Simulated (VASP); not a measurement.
Set up this calculation in VASP 6.6.1, as the native input.

* Task: single point
* Functional: LDA
* Potentials or basis: VASP PAW LDA potentials, release 64 (Al, Cu)
* Cutoff: 520 eV
* k mesh: 12 × 12 × 12
* Occupations: gaussian, width 0.15 eV
* Spin: no spin polarisation
* Dipole correction: no
* Further INCAR settings: ALGO = Fast; EDIFF = 1e-07; NBANDS = 18

The structure of Al3Cu lies in POSCAR:

```
Al3Cu
1.0
    3.8202976660      0.0000000000      0.0000000000
    0.0000000000      3.8202976660      0.0000000000
    0.0000000000      0.0000000000      3.8202976660
Al Cu
3 1
Direct
    0.0000000000      0.5000000000      0.5000000000
    0.5000000000      0.0000000000      0.5000000000
    0.5000000000      0.5000000000      0.0000000000
    0.0000000000      0.0000000000      0.0000000000
```

One way to write it, as run:

INCAR

```
SYSTEM = Al3Cu
PREC     = Accurate       ! precision mode
ENCUT    = 520            ! plane-wave cutoff, eV
EDIFF    = 1E-7           ! SCF threshold, eV
ISMEAR   = 0              ! smearing method
SIGMA    = 0.15           ! smearing width, eV
LREAL    = .False.        ! projectors in reciprocal space
LASPH    = .True.         ! aspherical terms in the spheres
NELM     = 80             ! most SCF steps
ALGO     = Fast           ! electronic algorithm
ISIF     = 2              ! what is computed and relaxed
LWAVE    = .False.        ! write WAVECAR
LCHARG   = .True.         ! write CHGCAR
LELF     = .True.         ! ELF
LVHAR    = .True.       
NBANDS   = 18             ! bands
```

KPOINTS

```
Automatic mesh
0
Gamma
  12 12 12
  0 0 0
```

Potentials or basis: VASP PAW LDA potentials, release 64 (Al, Cu).

Command:

```console
$ cat potpaw_LDA.64/Al/POTCAR potpaw_LDA.64/Cu/POTCAR > POTCAR
$ mpirun -np 1 vasp_std > vasp.out
```

Results of the run:

| Property | Result |
| --- | --- |
| Pressure | 3.4 GPa |
| Band gap on the k mesh | zero (bands 10 and 11 overlap by 4.15 eV) |

Caveat: the cell stands under pressure.

It took 110 s on 1 thread of Intel(R) Xeon(R) Platinum 8488C (Sapphire Rapids), on a shared host, peak memory 0.19 GiB.
